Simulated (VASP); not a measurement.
# TiC (Fm-3m) in VASP: further runs, part 2 of 3

VASP 6.6.1. Earlier steps stand in the parts before.

### 3 Single point, PBEsol+D4

This run uses another cell than the first one, of 9.79 Å³/atom, 0.963 times its volume.

The input, INCAR:

```
SYSTEM = TiC
PREC     = Accurate       ! precision mode
ENCUT    = 520            ! plane-wave cutoff, eV
EDIFF    = 1E-6           ! SCF threshold, eV
ISMEAR   = -1             ! smearing method
SIGMA    = 0.05           ! smearing width, eV
LREAL    = .FALSE.        ! projectors in reciprocal space
LASPH    = .TRUE.         ! aspherical terms in the spheres
NELM     = 60             ! most SCF steps
ALGO     = Normal         ! electronic algorithm
ISIF     = 2              ! what is computed and relaxed
LWAVE    = .FALSE.        ! write WAVECAR
LCHARG   = .FALSE.        ! write CHGCAR
GGA      = PS             ! functional
IVDW     = 13             ! dispersion correction
NBANDS   = 15             ! bands
```

The input, KPOINTS:

```
Automatic mesh
0
G
  11 11 11
  0 0 0
```

The input, POSCAR:

```
TiC
1.0
    0.0000000000      2.1390192684      2.1390192684
    2.1390192684      0.0000000000      2.1390192684
    2.1390192684      2.1390192684      0.0000000000
Ti C
1 1
Direct
    0.0000000000      0.0000000000      0.0000000000
    0.5000000000      0.5000000000      0.5000000000
```

Potentials or basis: VASP PAW PBE potentials, release 64 (Ti_sv, C).

Started as:

```sh
$ cat potpaw_PBE.64/Ti_sv/POTCAR potpaw_PBE.64/C/POTCAR > POTCAR
$ mpirun -np 1 vasp_std > vasp.out
```

OUTCAR:

```text
SYSTEM = TiC
   PREC = Accurate
   ENCUT = 520
   EDIFF = 1E-6
   ISMEAR = -1
   LREAL = .FALSE.
   LASPH = .TRUE.
   NELM = 60
   ISIF = 2
   GGA = PS
   IVDW = 13

 ion  position               nearest neighbor table
   1  0.000  0.000  0.000-   2 2.14   2 2.14   2 2.14   2 2.14   2 2.14   2 2.14
   2  0.500  0.500  0.500-   1 2.14   1 2.14   1 2.14   1 2.14   1 2.14   1 2.14

  LATTYP: Found a face centered cubic cell.
 ALAT       =     4.2780385368

  Lattice vectors:

 A1 = (   0.0000000000,   2.1390192684,   2.1390192684)
 A2 = (   2.1390192684,   0.0000000000,   2.1390192684)
 A3 = (   2.1390192684,   2.1390192684,   0.0000000000)

Analysis of symmetry for initial positions (statically):
=====================================================================
 Subroutine PRICEL returns:
 Original cell was already a primitive cell.

 Routine SETGRP: Setting up the symmetry group for a
 face centered cubic supercell.

 Subroutine GETGRP returns: Found 48 space group operations
[... 9 lines left out ...]

 Routine SETGRP: Setting up the symmetry group for a
 face centered cubic supercell.

 Subroutine GETGRP returns: Found 48 space group operations
[... 11 lines left out ...]
                                     Primitive cell

  volume of cell :      19.5738

  direct lattice vectors                    reciprocal lattice vectors
     0.000000000  2.139019268  2.139019268    -0.233751985  0.233751985  0.233751985
     2.139019268  0.000000000  2.139019268     0.233751985 -0.233751985  0.233751985
     2.139019268  2.139019268  0.000000000     0.233751985  0.233751985 -0.233751985

  length of vectors
     3.025030060  3.025030060  3.025030060     0.404870314  0.404870314  0.404870314

  position of ions in fractional coordinates (direct lattice)
[... 8 lines left out ...]
----------------------------------------------------------------------------------------

 KPOINTS: Automatic mesh

Automatic generation of k-mesh.
 Grid dimensions read from file:
 generate k-points for:   11   11   11

 Generating k-lattice:

  Cartesian coordinates                     Fractional coordinates (reciprocal lattice)
    -0.021250180  0.021250180  0.021250180     0.090909091  0.000000000  0.000000000
     0.021250180 -0.021250180  0.021250180     0.000000000  0.090909091  0.000000000
     0.021250180  0.021250180 -0.021250180     0.000000000  0.000000000  0.090909091

  Length of vectors
     0.036806392  0.036806392  0.036806392

  Shift w.r.t. Gamma in fractional coordinates (k-lattice)
     0.000000000  0.000000000  0.000000000

 Subroutine IBZKPT returns following result:
 ===========================================

 Found     56 irreducible k-points:

 Following reciprocal coordinates:
            Coordinates               Weight
  0.000000  0.000000  0.000000      1.000000
  0.090909  0.000000  0.000000      8.000000
  0.181818  0.000000  0.000000      8.000000
  0.272727  0.000000  0.000000      8.000000
  0.363636  0.000000  0.000000      8.000000
  0.454545  0.000000  0.000000      8.000000
[... 16 lines left out ...]
 -0.272727  0.181818  0.000000     24.000000
 -0.181818  0.181818  0.000000     12.000000
 [... further k-points ...]
   k-points           NKPTS =     56   k-points in BZ     NKDIM =     56   number of bands    NBANDS=     15
   number of dos      NEDOS =    301   number of ions     NIONS =      2
   total plane-waves  NPLWV =  13824
   dimension x,y,z NGX =    24 NGY =   24 NGZ =   24
   dimension x,y,z NGXF=    48 NGYF=   48 NGZF=   48
   ions per type =               1   1
   NGX,Y,Z   is equivalent  to a cutoff of  13.19, 13.19, 13.19 a.u.
   NGXF,Y,Z  is equivalent  to a cutoff of  26.38, 26.38, 26.38 a.u.
 SYSTEM =  TiC
   PREC   = accura    normal or accurate (medium, high low for compatibility)
   ISTART =      0    job   : 0-new  1-cont  2-samecut
   ICHARG =      2    charge: 1-file 2-atom 10-const
   ISPIN  =      1    spin polarized calculation?
   LNONCOLLINEAR =      F non collinear calculations
   LSORBIT =      F    spin-orbit coupling
   LASPH  =      T    aspherical Exc in radial PAW
   ENCUT  =  520.0 eV  38.22 Ry    6.18 a.u.   5.62  5.62  5.62*2*pi/ulx,y,z
   NELM   =     60;   NELMIN=  2; NELMDL= -5     # of ELM steps
   EDIFF  = 0.1E-05   stopping-criterion for ELM
   LREAL  =      F    real-space projection
   EDIFFG = 0.1E-04   stopping-criterion for IOM
   NSW    =      0    number of steps for IOM
   IBRION =     -1    ionic relax: 0-MD 1-quasi-New 2-CG
   NFREE  =      0    steps in history (QN), initial steepest desc. (CG)
   ISIF   =      2    stress and relaxation
   ISYM   =      2    0-nonsym 1-usesym 2-fastsym
   POTIM  = 0.5000    time-step for ionic-motion
   TEBEG  =    0.0;   TEEND  =   0.0 temperature during run
   PSTRESS=    0.0 pullay stress
   NELECT =      16.0000    total number of electrons
   NUPDOWN=      -1.0000    fix difference up-down
   EMIN   =  10.00;   EMAX   =-10.00  energy-range for DOS
   EFERMI =   0.00;   METHOD = LEGACY
   ISMEAR =    -1;   SIGMA  =   0.05  broadening in eV -4-tet -1-fermi 0-gaus
   EFERMI_NEDOS =   21; number of points for ismear=-14 and -15
   IALGO  =     38    algorithm
   IMIX   =      4    mixing-type and parameters
     AMIX     =   0.40;   BMIX     =  1.00
     AMIX_MAG =   1.60;   BMIX_MAG =  1.00
  volume/ion in A,a.u.               =       9.79        66.05
  Fermi-wavevector in a.u.,A,eV,Ry     =   1.530700  2.892604 31.879035  2.343043
  Thomas-Fermi vector in A             =   2.638147
   LORBIT       =      0    0 simple, 1 ext, 2 COOP (PROOUT), +10 PAW based schemes
   GGA     = PS    functional components
   LHFCALC =     F    Hartree Fock is set to
   AEXX    =    0.0000 exact exchange contribution
   IVDW    =    13    specifies the selected vdW correction
   LEPSILON=     F    determine dielectric tensor
   LRPA    =     F    only Hartree local field effects (RPA)
 non-spin polarized calculation
  energy-cutoff  :      520.00
  volume of cell :       19.57
 maximum number of plane-waves:       537
   NGX = 11   NGY = 11   NGZ = 11

 number of electron      16.0000004 magnetization

 Free energy of the ion-electron system (eV)
  ---------------------------------------------------
  ext. energy  EPLUGINS =         0.00000000
  ---------------------------------------------------
  free energy    TOTEN  =       -19.80076962 eV

  energy without entropy =      -19.79826970  energy(sigma->0) =      -19.79951966

 E-fermi :   9.8063     XC(G=0): -13.0544

 val. band max:        9.7135206424   @ k =   0.4545   0.4545   0.0000
 cond. band min:       9.8882447427   @ k =   0.3636   0.2727   0.0000
 fundamental gap:      0.1747241002
 Fermi energy:         9.8063271457

 k-point     1 :       0.0000    0.0000    0.0000
  band No.  band energies     occupation
      1     -46.4799      2.00000
      2     -22.5853      2.00000
      3     -22.5853      2.00000
      4     -22.5853      2.00000
      5      -2.7959      2.00000
      6      10.4185      0.00001
      7      10.4185      0.00001
      8      10.4185      0.00001
      9      11.4971      0.00000
     10      11.4971      0.00000
     11      11.4971      0.00000
     12      11.5484      0.00000
     13      11.5484      0.00000
     14      20.7776      0.00000
     15      23.8194      0.00000
[... 397 lines left out ...]
 k-point    24 :      -0.1818    0.1818    0.0000
  band No.  band energies     occupation
      1     -46.4211      2.00000
      2     -22.9047      2.00000
      3     -22.7105      2.00000
      4     -22.6076      2.00000
      5      -0.9821      2.00000
      6       6.3998      2.00000
      7       7.4924      2.00000
      8       7.7122      2.00000
      9      11.3283      0.00000
     10      12.5349      0.00000
     11      13.4748      0.00000
     12      14.3629      0.00000
     13      17.3617      0.00000
     14      21.9086      0.00000
     15      23.5147      0.00000

 [... further k-points ...]

------------------------ aborting loop because EDIFF is reached ----------------------------------------

  DFT-D4 for vdW energy calculation

  Edisp (eV):   -0.32872

  FORCE on cell =-STRESS in cart. coord.  units (eV):
  Direction    XX          YY          ZZ          XY          YZ          ZX
  --------------------------------------------------------------------------------------
  -------------------------------------------------------------------------------------
  Total       0.02411     0.02411     0.02411     0.00000     0.00000    -0.00000
  in kB       1.97377     1.97377     1.97377     0.00000     0.00000    -0.00000
  external pressure =        1.97 kB  Pullay stress =        0.00 kB

 VOLUME and BASIS-vectors are now :
 -----------------------------------------------------------------------------
  energy-cutoff  :      520.00
  volume of cell :       19.57
      direct lattice vectors                 reciprocal lattice vectors
     0.000000000  2.139019268  2.139019268    -0.233751985  0.233751985  0.233751985
     2.139019268  0.000000000  2.139019268     0.233751985 -0.233751985  0.233751985
     2.139019268  2.139019268  0.000000000     0.233751985  0.233751985 -0.233751985

 POSITION                                       TOTAL-FORCE (eV/Angst)
 -----------------------------------------------------------------------------------
      0.00000      0.00000      0.00000         0.000000     -0.000000      0.000000
      2.13902      2.13902      2.13902        -0.000000      0.000000     -0.000000
 -----------------------------------------------------------------------------------
    total drift:                                0.000000     -0.000000     -0.000000

  FREE ENERGIE OF THE ION-ELECTRON SYSTEM (eV)
  ---------------------------------------------------
  free  energy   TOTEN  =       -20.1294860905 eV

  energy  without entropy=      -20.1269861726  energy(sigma->0) =      -20.12823613
```

Run time: 11 s. Hardware: 1 thread of Intel Xeon 6975P-C (Granite Rapids), shared host; peak memory 0.15 GiB.

What came out:

```
Free energy                : -20.1295 eV
Pressure                   : 0.2 GPa
Band gap on the k mesh     : zero (band 8 reaches 10.42 eV, above the bottom of band 9 at 9.33 eV)
Dispersion energy per atom : -0.164 eV
```

Levels at points of the mesh, in eV from the Fermi level:
```
           k point  band 4  band 5  band 6  band 7  band 8  band 9  band 10  band 11  band 12  band 13
(0.00, 0.00, 0.00)  -32.39  -12.60    0.61    0.61    0.61    1.69     1.69     1.69     1.74     1.74
```

Caveat: the PAW data sets were made with another functional, which shifts forces and pressure a little; pairwise dispersion overbinds metals, which lowers pressure and volume.

### 4 Single point, revPBE+D3(BJ)

This run uses another cell than the first one, of 9.73 Å³/atom, 0.958 times its volume.

The input, INCAR:

```
PREC     = Accurate       # precision mode
ENCUT    = 520            # plane-wave cutoff, eV
EDIFF    = 1E-7           # SCF threshold, eV
ISMEAR   = -1             # smearing method
SIGMA    = 0.05           # smearing width, eV
LREAL    = False          # projectors in reciprocal space
LASPH    = True           # aspherical terms in the spheres
NELM     = 60             # most SCF steps
ALGO     = Normal         # electronic algorithm
ISIF     = 2              # what is computed and relaxed
LWAVE    = False          # write WAVECAR
LCHARG   = False          # write CHGCAR
GGA      = RE             # functional
IVDW     = 12             # dispersion correction
NBANDS   = 15             # bands
```

The input, KPOINTS:

```
Automatic mesh
0
Gamma
  11 11 11
```

The input, POSCAR:

```
TiC
1.0
    0.0000000000      2.1350892636      2.1350892636
    2.1350892636      0.0000000000      2.1350892636
    2.1350892636      2.1350892636      0.0000000000
Ti C
1 1
Direct
    0.0000000000      0.0000000000      0.0000000000
    0.5000000000      0.5000000000      0.5000000000
```

Potentials or basis: VASP PAW PBE potentials, release 64 (Ti_sv, C).

Started as:

```sh
$ cat potpaw_PBE.64/Ti_sv/POTCAR potpaw_PBE.64/C/POTCAR > POTCAR
$ mpirun -np 1 vasp_std > vasp.out
```

OUTCAR:

```text
PREC = Accurate
   ENCUT = 520
   EDIFF = 1E-7
   ISMEAR = -1
   LREAL = False
   LASPH = True
   NELM = 60
   ISIF = 2
   GGA = RE
   IVDW = 12
 IVDW          = 12

 ion  position               nearest neighbor table
   1  0.000  0.000  0.000-   2 2.14   2 2.14   2 2.14   2 2.14   2 2.14   2 2.14
   2  0.500  0.500  0.500-   1 2.14   1 2.14   1 2.14   1 2.14   1 2.14   1 2.14

  LATTYP: Found a face centered cubic cell.
 ALAT       =     4.2701785272

  Lattice vectors:

[... 619 lines left out ...]

 Edisp (eV)   -1.78300

 E8    (eV) :    -1.2344

  FORCE on cell =-STRESS in cart. coord.  units (eV):
  Direction    XX          YY          ZZ          XY          YZ          ZX
  --------------------------------------------------------------------------------------
  -------------------------------------------------------------------------------------
  Total       0.02603     0.02603     0.02603    -0.00000    -0.00000     0.00000
  in kB       2.14263     2.14263     2.14263    -0.00000    -0.00000     0.00000
  external pressure =        2.14 kB  Pullay stress =        0.00 kB

 VOLUME and BASIS-vectors are now :
 -----------------------------------------------------------------------------
  energy-cutoff  :      520.00
  volume of cell :       19.47
      direct lattice vectors                 reciprocal lattice vectors
     0.000000000  2.135089264  2.135089264    -0.234182246  0.234182246  0.234182246
     2.135089264  0.000000000  2.135089264     0.234182246 -0.234182246  0.234182246
     2.135089264  2.135089264  0.000000000     0.234182246  0.234182246 -0.234182246

 POSITION                                       TOTAL-FORCE (eV/Angst)
 -----------------------------------------------------------------------------------
      0.00000      0.00000      0.00000         0.000000      0.000000      0.000000
      2.13509      2.13509      2.13509        -0.000000     -0.000000     -0.000000
 -----------------------------------------------------------------------------------
    total drift:                                0.000000     -0.000000     -0.000000

  FREE ENERGIE OF THE ION-ELECTRON SYSTEM (eV)
  ---------------------------------------------------
  free  energy   TOTEN  =       -19.6975404525 eV

  energy  without entropy=      -19.6951687927  energy(sigma->0) =      -19.69635462
```

OSZICAR:

```text
N       E                     dE             d eps       ncg     rms          rms(c)
DAV:   1     0.119536620141E+03    0.11954E+03   -0.80622E+03  1680   0.128E+03
DAV:   2    -0.158144678160E+02   -0.13535E+03   -0.12651E+03  1792   0.336E+02
DAV:   3    -0.230590987678E+02   -0.72446E+01   -0.71339E+01  2137   0.778E+01
DAV:   4    -0.233093711071E+02   -0.25027E+00   -0.25006E+00  2083   0.128E+01
DAV:   5    -0.233147413731E+02   -0.53703E-02   -0.53698E-02  2164   0.165E+00    0.190E+01
DAV:   6    -0.183817579156E+02    0.49330E+01   -0.11081E+01  2356   0.561E+01    0.656E+00
DAV:   7    -0.179294204227E+02    0.45234E+00   -0.18458E+00  1951   0.193E+01    0.516E+00
DAV:   8    -0.179095544016E+02    0.19866E-01   -0.10547E-01  1878   0.406E+00    0.276E+00
DAV:   9    -0.179171537042E+02   -0.75993E-02   -0.61698E-02  2250   0.295E+00    0.792E-01
DAV:  10    -0.179155162291E+02    0.16375E-02   -0.87834E-03  2116   0.125E+00    0.516E-01
DAV:  11    -0.179145877421E+02    0.92849E-03   -0.16394E-03  1939   0.611E-01    0.138E-01
DAV:  12    -0.179145398344E+02    0.47908E-04   -0.20079E-04  1967   0.125E-01    0.162E-02
DAV:  13    -0.179145401435E+02   -0.30913E-06   -0.26071E-05  1946   0.440E-02    0.711E-03
DAV:  14    -0.179145397322E+02    0.41134E-06   -0.51409E-07  2163   0.756E-03    0.352E-03
DAV:  15    -0.179145396545E+02    0.77634E-07   -0.12391E-07  1687   0.335E-03
   1 F= -.19697540E+02 E0= -.19696355E+02  d E =-.237166E-02
```

Run time: 14 s. Hardware: 1 thread of Intel Xeon 6975P-C (Granite Rapids), shared host; peak memory 0.15 GiB.

Results:

```
Free energy                : -19.6975 eV
Pressure                   : 0.2 GPa
Band gap on the k mesh     : zero (band 8 reaches 10.73 eV, above the bottom of band 9 at 9.59 eV)
Dispersion energy per atom : -0.891 eV
```

Caveat: the PAW data sets were made with another functional, which shifts forces and pressure a little; pairwise dispersion overbinds metals, which lowers pressure and volume.

(Part 2 of 3 ends here.)
